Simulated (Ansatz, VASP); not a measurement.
**AlB2As3 in VASP and in Ansatz**

```
CELL_PARAMETERS angstrom
1.64049 -7.19633 0.00000
1.64049 7.19633 0.00000
0.00000 0.00000 4.06753
ATOMIC_POSITIONS crystal
Al 0.00000 0.00000 0.00000
B 0.50000 0.00000 0.50000
B 0.00000 0.50000 0.50000
As 0.50000 0.50000 0.50000
As 0.64833 0.35167 0.00000
As 0.35167 0.64833 0.00000
```

Change from the starting cell: species swapped into the TbCo2Ni3 type (Cmmm, No. 65).

Alike in both runs: functional PBE; k mesh 12 × 12 × 10; occupations gaussian, width 0.1 eV; no spin polarisation.

Ansatz relaxed the structure, and its values are those at the end. VASP's run is a single point on that final structure, the one shown.

|  | VASP | Ansatz |
| --- | --- | --- |
| version | VASP 6.6.1 | Ansatz 0.2.0 |
| potentials or method | VASP PAW PBE potentials, release 64 (Al, B, As), cutoff 520 eV | scalar-relativistic, plane waves, PAW |
| valence electrons in the cell | 24 | 54 |

VASP gave:

| Item | Value |
| --- | --- |
| gap on the k mesh at the Fermi level (eV) | none |
| pressure (GPa) | 0.1 |

**Question.** Estimate Ansatz's values.

**Answer.** gap on the k mesh at the Fermi level (eV): none; pressure (GPa): 0.0.

A gap of «none» marks a metal or a gap that the smearing closes. VASP's potentials hold 24 valence electrons a cell and Ansatz's 54, so a difference there can come from the potentials and not from the codes.
